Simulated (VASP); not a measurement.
# ZnS in VASP: further runs

ZnS is run at these levels: PBEsol; tasks: single point.

Everything below comes from runs of VASP 6.6.1. Logs are shortened: lines on timing, memory, paths and dates and some standing lists are left out, and cuts for length are marked.

## 1. The cell of the first run

The cell holds an amorphous packing of atoms, 4 atoms: a = 5.055 Å, b = 4.072 Å, c = 3.859 Å, α = 95.53°, β = 88.85°, γ = 82.19°.

## 2. Single point, PBEsol

Input file INCAR:

```
SYSTEM = ZnS
PREC = Accurate ; ENCUT = 520
EDIFF = 1E-7 ; ISMEAR = 1
SIGMA = 0.15 ; LREAL = .FALSE.
LASPH = .TRUE. ; NELM = 80
ALGO = Normal ; ISIF = 2
LWAVE = .FALSE. ; LCHARG = .FALSE.
GGA = PS ; NBANDS = 26
```

Input file KPOINTS:

```
Automatic mesh
0
G
  3 4 4
  0 0 0
```

Input file POSCAR:

```
ZnS
1.0
    5.0290550000     -0.5024890000     -0.0777700000
    0.9476610000      3.9529350000     -0.2369920000
    0.1193040000     -0.1809610000      3.8525440000
Zn S
2 2
Direct
    0.3216579894      0.7332340229      0.9081505466
    0.8544883244      0.0114787070      0.8684058946
    1.0152011520      0.3561902152      0.2809796397
    0.3636524307      0.1612170440      0.4822539079
```

Potentials or basis: VASP PAW PBE potentials, release 64 (Zn, S).

On the command line:

```bash
$ cat potpaw_PBE.64/Zn/POTCAR potpaw_PBE.64/S/POTCAR > POTCAR
$ mpirun -np 1 vasp_std > vasp.out
```

OUTCAR:

```text
SYSTEM = ZnS
   PREC = Accurate
   ENCUT = 520
   EDIFF = 1E-7
   ISMEAR = 1
   LREAL = .FALSE.
   LASPH = .TRUE.
   NELM = 80
   ISIF = 2
   GGA = PS

 ion  position               nearest neighbor table
   1  0.322  0.733  0.908-   2 2.49   4 2.53   4 2.70   4 2.71   3 2.79
   2  0.854  0.011  0.868-   3 2.26   1 2.49
   3  0.015  0.356  0.281-   4 2.03   2 2.26   1 2.79
   4  0.364  0.161  0.482-   3 2.03   1 2.53   1 2.70   1 2.71

  LATTYP: Found a triclinic cell.
 ALAT       =     3.8586364949
 B/A-ratio  =     1.5222045377
 C/A-ratio  =     1.7881930203
 COS(alpha) =     0.0176621796
 COS(beta)  =     0.4876133337
 COS(gamma) =     0.7238001643

  Lattice vectors:

 A1 = (  -0.1193040000,   0.1809610000,  -3.8525440000)
 A2 = (   0.8283570000,   4.1338960000,  -4.0895360000)
 A3 = (   3.9620900000,  -4.2744630000,  -3.6933220000)

Analysis of symmetry for initial positions (statically):
=====================================================================
 Subroutine PRICEL returns:
 Original cell was already a primitive cell.

 Routine SETGRP: Setting up the symmetry group for a
 triclinic supercell.

 Subroutine GETGRP returns: Found  1 space group operations
 (whereof  1 operations were pure point group operations)
 out of a pool of  2 trial point group operations.

The static configuration has the point symmetry C_1 .

Analysis of symmetry for dynamics (positions and initial velocities):
=====================================================================
 Subroutine PRICEL returns:
 Original cell was already a primitive cell.

 Routine SETGRP: Setting up the symmetry group for a
 triclinic supercell.

 Subroutine GETGRP returns: Found  1 space group operations
 (whereof  1 operations were pure point group operations)
 out of a pool of  2 trial point group operations.

The dynamic configuration has the point symmetry C_1 .

 Subroutine INISYM returns: Found  1 space group operations
 (whereof  1 operations are pure point group operations),
 and found     1 'primitive' translations

----------------------------------------------------------------------------------------

                                     Primitive cell

  volume of cell :      78.2698

  direct lattice vectors                    reciprocal lattice vectors
     5.029055000 -0.502489000 -0.077770000     0.194020714 -0.047006355 -0.008216328
     0.947661000  3.952935000 -0.236992000     0.024912973  0.247655222  0.010861322
     0.119304000 -0.180961000  3.852544000     0.005449170  0.014285787  0.260071024

  length of vectors
     5.054694606  4.071844999  3.858636495     0.199802760  0.249141994  0.260520085

  position of ions in fractional coordinates (direct lattice)
     0.321657989  0.733234023  0.908150547
     0.854488324  0.011478707  0.868405895
     0.015201152  0.356190215  0.280979640
     0.363652431  0.161217044  0.482253908

  ion indices of the primitive-cell ions
   primitive index   ion index
                 1           1
                 2           2
                 3           3
                 4           4

----------------------------------------------------------------------------------------

 KPOINTS: Automatic mesh

Automatic generation of k-mesh.
 Grid dimensions read from file:
 generate k-points for:    3    4    4

 Generating k-lattice:

  Cartesian coordinates                     Fractional coordinates (reciprocal lattice)
     0.064673571 -0.015668785 -0.002738776     0.333333333 -0.000000000 -0.000000000
     0.006228243  0.061913805  0.002715330    -0.000000000  0.250000000 -0.000000000
     0.001362292  0.003571447  0.065017756     0.000000000  0.000000000  0.250000000

  Length of vectors
     0.066600920  0.062285499  0.065130021

  Shift w.r.t. Gamma in fractional coordinates (k-lattice)
     0.000000000  0.000000000  0.000000000

 Subroutine IBZKPT returns following result:
 ===========================================

 Found     26 irreducible k-points:

 Following reciprocal coordinates:
            Coordinates               Weight
  0.000000  0.000000  0.000000      1.000000
  0.333333  0.000000 -0.000000      2.000000
  0.000000  0.250000 -0.000000      2.000000
  0.333333  0.250000 -0.000000      2.000000
 -0.333333  0.250000 -0.000000      2.000000
  0.000000  0.500000 -0.000000      1.000000
[... 16 lines left out ...]
  0.333333  0.250000  0.500000      2.000000
 -0.333333  0.250000  0.500000      2.000000
 [... further k-points ...]
   k-points           NKPTS =     26   k-points in BZ     NKDIM =     26   number of bands    NBANDS=     26
   number of dos      NEDOS =    301   number of ions     NIONS =      4
   total plane-waves  NPLWV =  36000
   dimension x,y,z NGX =    40 NGY =   30 NGZ =   30
   dimension x,y,z NGXF=    80 NGYF=   60 NGZF=   60
   ions per type =               2   2
   NGX,Y,Z   is equivalent  to a cutoff of  13.16, 12.25, 12.93 a.u.
   NGXF,Y,Z  is equivalent  to a cutoff of  26.31, 24.50, 25.85 a.u.
 SYSTEM =  ZnS
   PREC   = accura    normal or accurate (medium, high low for compatibility)
   ISTART =      0    job   : 0-new  1-cont  2-samecut
   ICHARG =      2    charge: 1-file 2-atom 10-const
   ISPIN  =      1    spin polarized calculation?
   LNONCOLLINEAR =      F non collinear calculations
   LSORBIT =      F    spin-orbit coupling
   LASPH  =      T    aspherical Exc in radial PAW
   ENCUT  =  520.0 eV  38.22 Ry    6.18 a.u.   9.40  7.57  7.17*2*pi/ulx,y,z
   NELM   =     80;   NELMIN=  2; NELMDL= -5     # of ELM steps
   EDIFF  = 0.1E-06   stopping-criterion for ELM
   LREAL  =      F    real-space projection
   EDIFFG = 0.1E-05   stopping-criterion for IOM
   NSW    =      0    number of steps for IOM
   IBRION =     -1    ionic relax: 0-MD 1-quasi-New 2-CG
   NFREE  =      0    steps in history (QN), initial steepest desc. (CG)
   ISIF   =      2    stress and relaxation
   ISYM   =      2    0-nonsym 1-usesym 2-fastsym
   POTIM  = 0.5000    time-step for ionic-motion
   TEBEG  =    0.0;   TEEND  =   0.0 temperature during run
   PSTRESS=    0.0 pullay stress
   NELECT =      36.0000    total number of electrons
   NUPDOWN=      -1.0000    fix difference up-down
   EMIN   =  10.00;   EMAX   =-10.00  energy-range for DOS
   EFERMI =   0.00;   METHOD = LEGACY
   ISMEAR =     1;   SIGMA  =   0.15  broadening in eV -4-tet -1-fermi 0-gaus
   EFERMI_NEDOS =   21; number of points for ismear=-14 and -15
   IALGO  =     38    algorithm
   IMIX   =      4    mixing-type and parameters
     AMIX     =   0.40;   BMIX     =  1.00
     AMIX_MAG =   1.60;   BMIX_MAG =  1.00
  volume/ion in A,a.u.               =      19.57       132.05
  Fermi-wavevector in a.u.,A,eV,Ry     =   1.263701  2.388048 21.727677  1.596939
  Thomas-Fermi vector in A             =   2.397044
   LORBIT       =      0    0 simple, 1 ext, 2 COOP (PROOUT), +10 PAW based schemes
   GGA     = PS    functional components
   LHFCALC =     F    Hartree Fock is set to
   AEXX    =    0.0000 exact exchange contribution
   IVDW    =     0    specifies the selected vdW correction
   LEPSILON=     F    determine dielectric tensor
   LRPA    =     F    only Hartree local field effects (RPA)
 non-spin polarized calculation
 Methfessel and Paxton  Order N= 1 SIGMA  =   0.15
  energy-cutoff  :      520.00
  volume of cell :       78.27
 maximum number of plane-waves:      2124
 NGX is ok and might be reduce to    40
   NGX = 19   NGY = 15   NGZ = 15

 number of electron      36.0000004 magnetization

 Free energy of the ion-electron system (eV)
  ---------------------------------------------------
  ext. energy  EPLUGINS =         0.00000000
  ---------------------------------------------------
  free energy    TOTEN  =       -11.06140711 eV

  energy without entropy =      -11.06173675  energy(sigma->0) =      -11.06151699

 E-fermi :   3.3393     XC(G=0): -10.0976

 val. band max:        3.3357876150   @ k =  -0.3333  -0.2500   0.2500
 cond. band min:       3.4822911233   @ k =   0.0000   0.5000   0.5000
 fundamental gap:      0.1465035083
 Fermi energy:         3.3393388794

 k-point     1 :       0.0000    0.0000    0.0000
  band No.  band energies     occupation
      1     -12.8291      2.00000
      2      -8.1216      2.00000
      3      -4.1184      2.00000
      4      -3.9831      2.00000
      5      -3.8615      2.00000
      6      -3.7863      2.00000
[... 18 lines left out ...]
     25      10.5139      0.00000
     26      10.7303      0.00000

 k-point     2 :       0.3333    0.0000   -0.0000
  band No.  band energies     occupation
      1     -12.7307      2.00000
      2      -8.5448      2.00000
      3      -4.0977      2.00000
      4      -3.9536      2.00000
      5      -3.8344      2.00000
      6      -3.8026      2.00000
[... 18 lines left out ...]
     25      10.7458      0.00000
     26      11.0026      0.00000

 k-point     3 :       0.0000    0.2500   -0.0000
  band No.  band energies     occupation
      1     -12.7011      2.00000
      2      -8.1130      2.00000
      3      -4.2190      2.00000
      4      -4.0321      2.00000
      5      -3.8773      2.00000
      6      -3.7715      2.00000
[... 18 lines left out ...]
     25      10.1518      0.00000
     26      11.0698      0.00000

 k-point     4 :       0.3333    0.2500   -0.0000
  band No.  band energies     occupation
      1     -12.6242      2.00000
      2      -8.3969      2.00000
      3      -4.1941      2.00000
      4      -4.0374      2.00000
      5      -3.8875      2.00000
      6      -3.7911      2.00000
[... 18 lines left out ...]
     25      10.2206      0.00000
     26      11.3489      0.00000
[... 496 lines left out ...]
      1     -12.3073      2.00000
      2      -8.3216      2.00000
      3      -4.1923      2.00000
      4      -4.0897      2.00000
      5      -3.9199      2.00000
      6      -3.8870      2.00000
[... 18 lines left out ...]
     25      10.7782      0.00000
     26      12.1499      0.00000

 k-point    23 :       0.3333    0.2500    0.5000
  band No.  band energies     occupation
      1     -12.2562      2.00000
      2      -8.4157      2.00000
      3      -4.2445      2.00000
      4      -4.0798      2.00000
      5      -3.9915      2.00000
      6      -3.8195      2.00000
[... 18 lines left out ...]
     25      11.3004      0.00000
     26      11.4992      0.00000

 k-point    24 :      -0.3333    0.2500    0.5000
  band No.  band energies     occupation
      1     -12.2444      2.00000
      2      -8.4607      2.00000
      3      -4.1826      2.00000
      4      -4.0774      2.00000
      5      -3.9882      2.00000
      6      -3.8877      2.00000
[... 18 lines left out ...]
     25      10.6537      0.00000
     26      10.9976      0.00000

 [... further k-points ...]
[... 5 lines left out ...]
  --------------------------------------------------------------------------------------
  -------------------------------------------------------------------------------------
  Total        0.8503074     -0.1874879     -0.3416415     -1.8762268      0.4954855      1.2262575
  in kB       17.4057239     -3.8378631     -6.9933736    -38.4062127     10.1425481     25.1013924
  external PRESSURE =       2.1914958 kB  Pullay stress =       0.0000000 kB

 VOLUME and BASIS-vectors are now :
 -----------------------------------------------------------------------------
  energy-cutoff  :      520.00
  volume of cell :       78.27
      direct lattice vectors                 reciprocal lattice vectors
     5.029055000 -0.502489000 -0.077770000     0.194020714 -0.047006355 -0.008216328
     0.947661000  3.952935000 -0.236992000     0.024912973  0.247655222  0.010861322
     0.119304000 -0.180961000  3.852544000     0.005449170  0.014285787  0.260071024

 POSITION                                       TOTAL-FORCE (eV/Angst)
 -----------------------------------------------------------------------------------
      2.42084      2.57246      3.29990         0.510795     -0.410092     -0.067745
      4.41175     -0.54114      3.27640        -0.994624     -0.335731     -0.721485
      0.44752      1.34951      0.99689        -0.628852      1.434578      0.748462
      2.03914      0.36728      1.79142         1.112681     -0.688755      0.040768
 -----------------------------------------------------------------------------------
    total drift:                                0.001748      0.001000      0.000473

  FREE ENERGIE OF THE ION-ELECTRON SYSTEM (eV)
  ---------------------------------------------------
  free  energy   TOTEN  =       -11.0614071109 eV

  energy  without entropy=      -11.0617367549  energy(sigma->0) =      -11.06151699
```

Run time: 27 s. Hardware: 1 thread of Intel Xeon Platinum 8488C (Sapphire Rapids), shared host; peak memory 0.2 GiB.

What came out:

```yaml
Free_energy: -11.0614 eV
Pressure: 0.2 GPa
Largest_force: 1.736 eV/Å
Band_gap_on_the_k_mesh: zero (band 18 reaches 3.88 eV, above the bottom of band 19 at 3.05 eV)
```

Forces in eV/Å, atoms in the order of the input:
```
Zn   0.511 -0.410 -0.068
Zn  -0.995 -0.336 -0.721
S   -0.629  1.435  0.748
S    1.113 -0.689  0.041
```

Levels at points of the mesh, in eV from the Fermi level:
```csv
k point,band 16,band 17,band 18,band 19,band 20,band 21
"(0.00, 0.00, 0.00)",-3.31,-1.92,-1.01,1.63,2.20,2.97
"(0.00, 0.50, 0.00)",-3.10,-2.10,-0.33,1.93,2.74,3.37
"(0.00, 0.00, 0.50)",-2.56,-2.11,-1.03,0.90,2.48,3.20
"(0.00, 0.50, 0.50)",-4.41,-1.90,-1.12,0.14,1.47,2.74
```

Caveat: the k points lie up to 0.42 Å⁻¹ apart; the PAW data sets were made with another functional, which shifts forces and pressure a little.

[end of part 1 of 2]
